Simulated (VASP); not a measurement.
# Bi (P6_3/mmc) in VASP: further runs

Bi is run at these levels: PBE; tasks: single point.

Program: VASP 6.6.1. These are calculated values, not measurements. Logs are shortened: lines on timing, memory, paths and dates and some standing lists are left out, and cuts for length are marked.

## 1. The cell of the first run

The structure is hexagonal, space group P6_3/mmc (No. 194). The conventional cell has a = 4.539 Å, b = 4.539 Å, c = 11.592 Å, α = 90.00°, β = 90.00°, γ = 120.00°.

This isn't the form of Bi at room conditions, which is rhombohedral.

## 2. Single point, PBE (zz strain of -2 %)

Input file INCAR:

```
SYSTEM = Bi
PREC = Accurate ; ENCUT = 520
EDIFF = 1E-6 ; ISMEAR = -1
SIGMA = 0.03 ; LREAL = .FALSE.
LASPH = .TRUE. ; NELM = 60
ALGO = Normal ; ISIF = 2
LWAVE = .FALSE. ; LCHARG = .FALSE.
GGA = PE ; NBANDS = 22
```

Input file KPOINTS:

```
Automatic mesh
0
G
  9 9 3
  0 0 0
```

Input file POSCAR:

```
Bi
1.0
    4.5390002997      0.0000000000      0.0000000000
   -2.2695001499      3.9308895674      0.0000000000
    0.0000000000      0.0000000000     11.5924200000
Bi
2
Direct
    0.3333333333      0.6666666667      0.2500000000
    0.6666666667      0.3333333333      0.7500000000
```

Potentials or basis: VASP PAW PBE potentials, release 64 (Bi_d).

Launch:

```sh
$ cat potpaw_PBE.64/Bi_d/POTCAR > POTCAR
$ mpirun -np 1 vasp_std > vasp.out
```

OUTCAR:

```text
SYSTEM = Bi
   PREC = Accurate
   ENCUT = 520
   EDIFF = 1E-6
   ISMEAR = -1
   LREAL = .FALSE.
   LASPH = .TRUE.
   NELM = 60
   ISIF = 2
   GGA = PE

 ion  position               nearest neighbor table
   1  0.333  0.667  0.250-
   2  0.667  0.333  0.750-

  LATTYP: Found a hexagonal cell.
 ALAT       =     4.5390002997
 C/A-ratio  =     2.5539588532

  Lattice vectors:

 A1 = (   4.5390002997,   0.0000000000,   0.0000000000)
 A2 = (  -2.2695001499,   3.9308895674,   0.0000000000)
 A3 = (   0.0000000000,   0.0000000000,  11.5924200000)

Analysis of symmetry for initial positions (statically):
=====================================================================
 Subroutine PRICEL returns:
 Original cell was already a primitive cell.

 Routine SETGRP: Setting up the symmetry group for a
 hexagonal supercell.

 Subroutine GETGRP returns: Found 24 space group operations
 (whereof 12 operations were pure point group operations)
 out of a pool of 24 trial point group operations.

The static configuration has the point symmetry D_3d.
 The point group associated with its full space group is D_6h.

Analysis of symmetry for dynamics (positions and initial velocities):
=====================================================================
 Subroutine PRICEL returns:
 Original cell was already a primitive cell.

 Routine SETGRP: Setting up the symmetry group for a
 hexagonal supercell.

 Subroutine GETGRP returns: Found 24 space group operations
 (whereof 12 operations were pure point group operations)
 out of a pool of 24 trial point group operations.

The dynamic configuration has the point symmetry D_3d.
 The point group associated with its full space group is D_6h.

 Subroutine INISYM returns: Found 24 space group operations
 (whereof 12 operations are pure point group operations),
 and found     1 'primitive' translations

----------------------------------------------------------------------------------------

                                     Primitive cell

  volume of cell :     206.8355

  direct lattice vectors                    reciprocal lattice vectors
     4.539000300  0.000000000  0.000000000     0.220312830  0.127197672  0.000000000
    -2.269500150  3.930889567  0.000000000     0.000000000  0.254395343  0.000000000
     0.000000000  0.000000000 11.592420000     0.000000000  0.000000000  0.086263265

  length of vectors
     4.539000300  4.539000300 11.592420000     0.254395343  0.254395343  0.086263265

  position of ions in fractional coordinates (direct lattice)
     0.333333333  0.666666667  0.250000000
     0.666666667  0.333333333  0.750000000

  ion indices of the primitive-cell ions
   primitive index   ion index
                 1           1
                 2           2

----------------------------------------------------------------------------------------

 KPOINTS: Automatic mesh

Automatic generation of k-mesh.
 Grid dimensions read from file:
 generate k-points for:    9    9    3

 Generating k-lattice:

  Cartesian coordinates                     Fractional coordinates (reciprocal lattice)
     0.024479203  0.014133075  0.000000000     0.111111111  0.000000000  0.000000000
     0.000000000  0.028266149  0.000000000     0.000000000  0.111111111  0.000000000
     0.000000000  0.000000000  0.028754422     0.000000000  0.000000000  0.333333333

  Length of vectors
     0.028266149  0.028266149  0.028754422

  Shift w.r.t. Gamma in fractional coordinates (k-lattice)
     0.000000000  0.000000000  0.000000000

 Subroutine IBZKPT returns following result:
 ===========================================

 Found     24 irreducible k-points:

 Following reciprocal coordinates:
            Coordinates               Weight
  0.000000  0.000000  0.000000      1.000000
  0.111111  0.000000  0.000000      6.000000
  0.222222  0.000000  0.000000      6.000000
  0.333333  0.000000  0.000000      6.000000
  0.444444  0.000000  0.000000      6.000000
  0.111111  0.111111  0.000000      6.000000
[... 16 lines left out ...]
  0.333333  0.222222  0.333333     24.000000
  0.333333  0.333333  0.333333      4.000000
   k-points           NKPTS =     24   k-points in BZ     NKDIM =     24   number of bands    NBANDS=     22
   number of dos      NEDOS =    301   number of ions     NIONS =      2
   total plane-waves  NPLWV = 116640
   dimension x,y,z NGX =    36 NGY =   36 NGZ =   90
   dimension x,y,z NGXF=    72 NGYF=   72 NGZF=  180
   ions per type =               2
   NGX,Y,Z   is equivalent  to a cutoff of  13.19, 13.19, 12.91 a.u.
   NGXF,Y,Z  is equivalent  to a cutoff of  26.37, 26.37, 25.81 a.u.
 SYSTEM =  Bi
   PREC   = accura    normal or accurate (medium, high low for compatibility)
   ISTART =      0    job   : 0-new  1-cont  2-samecut
   ICHARG =      2    charge: 1-file 2-atom 10-const
   ISPIN  =      1    spin polarized calculation?
   LNONCOLLINEAR =      F non collinear calculations
   LSORBIT =      F    spin-orbit coupling
   LASPH  =      T    aspherical Exc in radial PAW
   ENCUT  =  520.0 eV  38.22 Ry    6.18 a.u.   8.44  8.44 21.55*2*pi/ulx,y,z
   NELM   =     60;   NELMIN=  2; NELMDL= -5     # of ELM steps
   EDIFF  = 0.1E-05   stopping-criterion for ELM
   LREAL  =      F    real-space projection
   EDIFFG = 0.1E-04   stopping-criterion for IOM
   NSW    =      0    number of steps for IOM
   IBRION =     -1    ionic relax: 0-MD 1-quasi-New 2-CG
   NFREE  =      0    steps in history (QN), initial steepest desc. (CG)
   ISIF   =      2    stress and relaxation
   ISYM   =      2    0-nonsym 1-usesym 2-fastsym
   POTIM  = 0.5000    time-step for ionic-motion
   TEBEG  =    0.0;   TEEND  =   0.0 temperature during run
   PSTRESS=    0.0 pullay stress
   NELECT =      30.0000    total number of electrons
   NUPDOWN=      -1.0000    fix difference up-down
   EMIN   =  10.00;   EMAX   =-10.00  energy-range for DOS
   EFERMI =   0.00;   METHOD = LEGACY
   ISMEAR =    -1;   SIGMA  =   0.03  broadening in eV -4-tet -1-fermi 0-gaus
   EFERMI_NEDOS =   21; number of points for ismear=-14 and -15
   IALGO  =     38    algorithm
   IMIX   =      4    mixing-type and parameters
     AMIX     =   0.40;   BMIX     =  1.00
     AMIX_MAG =   1.60;   BMIX_MAG =  1.00
  volume/ion in A,a.u.               =     103.42       697.90
  Fermi-wavevector in a.u.,A,eV,Ry     =   0.860149  1.625445 10.066349  0.739856
  Thomas-Fermi vector in A             =   1.977610
   LORBIT       =      0    0 simple, 1 ext, 2 COOP (PROOUT), +10 PAW based schemes
   GGA     = PE    functional components
   LHFCALC =     F    Hartree Fock is set to
   AEXX    =    0.0000 exact exchange contribution
   IVDW    =     0    specifies the selected vdW correction
   LEPSILON=     F    determine dielectric tensor
   LRPA    =     F    only Hartree local field effects (RPA)
 non-spin polarized calculation
  energy-cutoff  :      520.00
  volume of cell :      206.84
 maximum number of plane-waves:      5611
 NGX is ok and might be reduce to    36
   NGX = 17   NGY = 17   NGZ = 43

 number of electron      29.9999993 magnetization

 Free energy of the ion-electron system (eV)
  ---------------------------------------------------
  ext. energy  EPLUGINS =         0.00000000
  ---------------------------------------------------
  free energy    TOTEN  =        -3.23079800 eV

  energy without entropy =       -3.20903119  energy(sigma->0) =       -3.21991459

 E-fermi :  -0.9762     XC(G=0):  -5.3945

 val. band max:       -0.9852460153   @ k =   0.3333   0.1111   0.3333
 cond. band min:      -0.9743238539   @ k =   0.4444   0.0000   0.0000
 fundamental gap:      0.0109221614
 Fermi energy:        -0.9761574148

 k-point     1 :       0.0000    0.0000    0.0000
  band No.  band energies     occupation
      1     -23.8035      2.00000
      2     -23.8034      2.00000
      3     -23.7990      2.00000
      4     -23.7990      2.00000
      5     -23.7989      2.00000
      6     -23.7989      2.00000
[... 14 lines left out ...]
     21       4.7608      0.00000
     22       5.0513      0.00000

 k-point     2 :       0.1111    0.0000    0.0000
  band No.  band energies     occupation
      1     -23.8031      2.00000
      2     -23.8030      2.00000
      3     -23.7993      2.00000
      4     -23.7992      2.00000
      5     -23.7990      2.00000
      6     -23.7990      2.00000
[... 14 lines left out ...]
     21       4.9907      0.00000
     22       5.1692      0.00000

 k-point     3 :       0.2222    0.0000    0.0000
  band No.  band energies     occupation
      1     -23.8022      2.00000
      2     -23.8021      2.00000
      3     -23.8000      2.00000
      4     -23.8000      2.00000
      5     -23.7992      2.00000
      6     -23.7992      2.00000
[... 14 lines left out ...]
     21       4.8298      0.00000
     22       5.3972      0.00000

 k-point     4 :       0.3333    0.0000    0.0000
  band No.  band energies     occupation
      1     -23.8014      2.00000
      2     -23.8014      2.00000
      3     -23.8008      2.00000
      4     -23.8007      2.00000
      5     -23.7995      2.00000
      6     -23.7994      2.00000
[... 14 lines left out ...]
     21       4.5448      0.00000
     22       5.0718      0.00000

 k-point     5 :       0.4444    0.0000    0.0000
  band No.  band energies     occupation
      1     -23.8013      2.00000
      2     -23.8013      2.00000
      3     -23.8012      2.00000
      4     -23.8012      2.00000
      5     -23.7996      2.00000
      6     -23.7996      2.00000
[... 417 lines left out ...]
 k-point    22 :       0.2222    0.2222    0.3333
  band No.  band energies     occupation
      1     -23.8008      2.00000
      2     -23.8008      2.00000
      3     -23.8004      2.00000
      4     -23.8004      2.00000
      5     -23.7998      2.00000
      6     -23.7998      2.00000
[... 14 lines left out ...]
     21       5.5509      0.00000
     22       5.8215      0.00000

 k-point    23 :       0.3333    0.2222    0.3333
  band No.  band energies     occupation
      1     -23.8010      2.00000
      2     -23.8010      2.00000
      3     -23.8002      2.00000
      4     -23.8001      2.00000
      5     -23.7998      2.00000
      6     -23.7998      2.00000
[... 14 lines left out ...]
     21       5.1713      0.00000
     22       5.6177      0.00000

 k-point    24 :       0.3333    0.3333    0.3333
  band No.  band energies     occupation
      1     -23.8007      2.00000
      2     -23.8007      2.00000
      3     -23.8007      2.00000
      4     -23.8007      2.00000
      5     -23.7993      2.00000
      6     -23.7993      2.00000
[... 14 lines left out ...]
     21       4.5836      0.00000
     22       5.1376      0.00000

------------------------ aborting loop because EDIFF is reached ----------------------------------------

  FORCE on cell =-STRESS in cart. coord.  units (eV):
  Direction    XX          YY          ZZ          XY          YZ          ZX
  --------------------------------------------------------------------------------------
  -------------------------------------------------------------------------------------
  Total       -6.2577748     -6.2577748     -0.5572104      0.0000000     -0.0000000      0.0000000
  in kB      -48.4736083    -48.4736083     -4.3162308      0.0000000     -0.0000000      0.0000000
  external PRESSURE =     -33.7544825 kB  Pullay stress =       0.0000000 kB

 VOLUME and BASIS-vectors are now :
 -----------------------------------------------------------------------------
  energy-cutoff  :      520.00
  volume of cell :      206.84
      direct lattice vectors                 reciprocal lattice vectors
     4.539000300  0.000000000  0.000000000     0.220312830  0.127197672  0.000000000
    -2.269500150  3.930889567  0.000000000     0.000000000  0.254395343  0.000000000
     0.000000000  0.000000000 11.592420000     0.000000000  0.000000000  0.086263265

 POSITION                                       TOTAL-FORCE (eV/Angst)
 -----------------------------------------------------------------------------------
     -0.00000      2.62059      2.89811        -0.000000      0.000000      0.000000
      2.26950      1.31030      8.69431         0.000000     -0.000000      0.000000
 -----------------------------------------------------------------------------------
    total drift:                               -0.000000      0.000000      0.000000

  FREE ENERGIE OF THE ION-ELECTRON SYSTEM (eV)
  ---------------------------------------------------
  free  energy   TOTEN  =        -3.2307980021 eV

  energy  without entropy=       -3.2090311859  energy(sigma->0) =       -3.21991459
```

Wall time 78 s (1 thread of Intel Xeon Platinum 8488C (Sapphire Rapids), shared host); peak memory 0.35 GiB.

Results:

```
Free energy            : -3.2308 eV
Pressure               : -3.4 GPa
Band gap on the k mesh : zero (bands 15 and 16 overlap by 2.12 eV)
```

Caveat: the cell differs from its parent crystal (zz strain of -2 %); the cell stands under tension; spin-orbit coupling is left out, which moves the levels of the heavy elements.

## 3. Single point, PBE (zz strain of -1 %)

Input file INCAR:

```
  PREC = Accurate
  ENCUT = 520
  EDIFF = 1E-7
  ISMEAR = -1
  SIGMA = 0.03
  LREAL = False
  LASPH = True
  NELM = 80
  ALGO = Normal
  ISIF = 2
  LWAVE = False
  LCHARG = True
  GGA = PE
  LELF = True
  LVHAR = True
  NBANDS = 22
```

Input file KPOINTS:

```
regular mesh
0
Gamma
  9 9 3
```

POSCAR: that of step 2 with these lines changed.

```diff
@@ -4,3 +4,3 @@
    -2.2695001499      3.9308895674      0.0000000000
-    0.0000000000      0.0000000000     11.5924200000
+    0.0000000000      0.0000000000     11.7107100000
 Bi
```

Potentials or basis: VASP PAW PBE potentials, release 64 (Bi_d).

Launch:

```sh
$ cat potpaw_PBE.64/Bi_d/POTCAR > POTCAR
$ mpirun -np 1 vasp_std > vasp.out
```

Run time: 94 s. Hardware: 1 thread of Intel Xeon Platinum 8488C (Sapphire Rapids), shared host; peak memory 0.36 GiB.

Results (log left out):

* Free energy: -3.2257 eV
* Pressure: -3.3 GPa
* Band gap on the k mesh: zero (bands 15 and 16 overlap by 2.13 eV)

Stress tensor (GPa, compression positive):
```
-4.81  0.00  0.00
 0.00 -4.81  0.00
 0.00  0.00 -0.38
```

Levels at points of the mesh, in eV from the Fermi level:
```csv
k point,band 12,band 13,band 14,band 15,band 16,band 17,band 18,band 19
"(0.00, 0.00, 0.00)",-10.30,-0.85,-0.32,1.43,1.43,1.44,1.44,3.04
```

Caveat: the cell differs from its parent crystal (zz strain of -1 %); the cell stands under tension; spin-orbit coupling is left out, which moves the levels of the heavy elements.

## 4. Single point, PBE (zz strain of +1 %)

Input file INCAR:

```
PREC     = Accurate       # precision mode
ENCUT    = 520            # plane-wave cutoff, eV
EDIFF    = 1E-6           # SCF threshold, eV
ISMEAR   = -1             # smearing method
SIGMA    = 0.03           # smearing width, eV
LREAL    = False          # projectors in reciprocal space
LASPH    = True           # aspherical terms in the spheres
NELM     = 80             # most SCF steps
ALGO     = Normal         # electronic algorithm
ISIF     = 2              # what is computed and relaxed
LWAVE    = False          # write WAVECAR
LCHARG   = False          # write CHGCAR
GGA      = PE             # functional
NBANDS   = 22             # bands
```

Input file KPOINTS:

```
Automatic mesh
0
Gamma
  9 9 3
```

POSCAR: that of step 3 with these lines changed.

```diff
@@ -4,3 +4,3 @@
    -2.2695001499      3.9308895674      0.0000000000
-    0.0000000000      0.0000000000     11.7107100000
+    0.0000000000      0.0000000000     11.9472900000
 Bi
```

Launch:

```sh
$ cat potpaw_PBE.64/Bi_d/POTCAR > POTCAR
$ mpirun -np 1 vasp_std > vasp.out
```

Wall time 86 s (1 thread of Intel Xeon Platinum 8488C (Sapphire Rapids), shared host); peak memory 0.37 GiB.

Results (log left out):

```yaml
Free_energy: -3.2174 eV
Pressure: -3.3 GPa
Band_gap_on_the_k_mesh: zero (bands 15 and 16 overlap by 2.13 eV)
```

Stress tensor (GPa, compression positive):
```
-4.73  0.00  0.00
 0.00 -4.73  0.00
 0.00  0.00 -0.31
```

Levels at points of the mesh, in eV from the Fermi level:
```
           k point  band 12  band 13  band 14  band 15  band 16  band 17  band 18  band 19
(0.00, 0.00, 0.00)   -10.29    -0.82    -0.35     1.43     1.43     1.44     1.44     3.05
```

Caveat: the cell differs from its parent crystal (zz strain of +1 %); the cell stands under tension; spin-orbit coupling is left out, which moves the levels of the heavy elements.

## 5. Single point, PBE (zz strain of +2 %)

Input file INCAR:

```
SYSTEM = Bi
PREC     = Accurate       ! precision mode
ENCUT    = 520            ! plane-wave cutoff, eV
EDIFF    = 1E-7           ! SCF threshold, eV
ISMEAR   = -1             ! smearing method
SIGMA    = 0.03           ! smearing width, eV
LREAL    = .False.        ! projectors in reciprocal space
LASPH    = .True.         ! aspherical terms in the spheres
NELM     = 60             ! most SCF steps
ALGO     = Normal         ! electronic algorithm
ISIF     = 2              ! what is computed and relaxed
LWAVE    = .False.        ! write WAVECAR
LCHARG   = .True.         ! write CHGCAR
GGA      = PE             ! functional
LELF     = .True.         ! ELF
LVHAR    = .True.       
NBANDS   = 22             ! bands
```

Input file KPOINTS:

```
regular mesh
0
Gamma
  9 9 3
  0 0 0
```

POSCAR: that of step 4 with these lines changed.

```diff
@@ -4,3 +4,3 @@
    -2.2695001499      3.9308895674      0.0000000000
-    0.0000000000      0.0000000000     11.9472900000
+    0.0000000000      0.0000000000     12.0655800000
 Bi
```

Launch:

```sh
$ cat potpaw_PBE.64/Bi_d/POTCAR > POTCAR
$ mpirun -np 1 vasp_std > vasp.out
```

It took 91 s on 1 thread of Intel Xeon Platinum 8488C (Sapphire Rapids), shared host; peak memory 0.36 GiB.

The run converged. Its results:

- Free energy: -3.2139 eV
- Pressure: -3.2 GPa
- Band gap on the k mesh: zero (bands 15 and 16 overlap by 2.13 eV)

Stress tensor (GPa, compression positive):
```
-4.69  0.00  0.00
 0.00 -4.69  0.00
 0.00  0.00 -0.27
```

Levels at points of the mesh, in eV from the Fermi level:
```tsv
k point	band 12	band 13	band 14	band 15	band 16	band 17	band 18	band 19
(0.00, 0.00, 0.00)	-10.29	-0.81	-0.37	1.43	1.43	1.44	1.44	3.05
```

Caveat: the cell differs from its parent crystal (zz strain of +2 %); the cell stands under tension; spin-orbit coupling is left out, which moves the levels of the heavy elements.

## 6. Overview

| cell | gap on the mesh (eV) | pressure (GPa) |
| --- | --- | --- |
| a = 4.539, b = 4.539, c = 11.592 Å, angles 90.0, 90.0, 120.0°, 2 atoms | none | -3.4 |
| a = 4.539, b = 4.539, c = 11.711 Å, angles 90.0, 90.0, 120.0°, 2 atoms | none | -3.3 |
| a = 4.539, b = 4.539, c = 11.947 Å, angles 90.0, 90.0, 120.0°, 2 atoms | none | -3.3 |
| a = 4.539, b = 4.539, c = 12.066 Å, angles 90.0, 90.0, 120.0°, 2 atoms | none | -3.2 |

Alike in all rows: task single point; level PBE; potentials or basis VASP PAW PBE potentials, release 64 (Bi_d); no spin polarisation; k mesh 9 × 9 × 3; cutoff (eV) 520; smearing fermi-dirac 0.03 eV.

Caveats: the cell stands under tension; spin-orbit coupling is left out, which moves the levels of the heavy elements.

Total energies depend on the potentials used, so only differences within one code and one set of settings carry meaning.
